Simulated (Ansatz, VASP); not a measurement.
# One calculation of NaF, two programs

```
Na F
1.0
     0.00000    2.29171    2.29171
     2.29171    0.00000    2.29171
     2.29171    2.29171    0.00000
Na F
1 1
Direct
  0.00000 0.00000 0.00000
  0.50000 0.50000 0.50000
```

Alike in both runs: task single point; functional PBEsol; k mesh 8 × 8 × 8; occupations gaussian, width 0.02 eV; no spin polarisation.

```csv
,VASP,Ansatz
version,VASP 6.6.1,Ansatz 0.2.0
potentials or method,"VASP PAW PBE potentials, release 64 (Na_pv, F), cutoff 520 eV","scalar-relativistic, plane waves, PAW"
valence electrons in the cell,14,16
```

```csv
,VASP,Ansatz,Ansatz less VASP
gap on the k mesh at the Fermi level (eV),6.33,6.36,+0.021
least direct gap on the mesh (eV),6.33,6.36,+0.021
pressure (GPa),1.5,1.5,+0.04
```

VASP's potentials were made for PBE, not for PBEsol. VASP's potentials hold 14 valence electrons a cell and Ansatz's 16, so a difference there can come from the potentials and not from the codes.
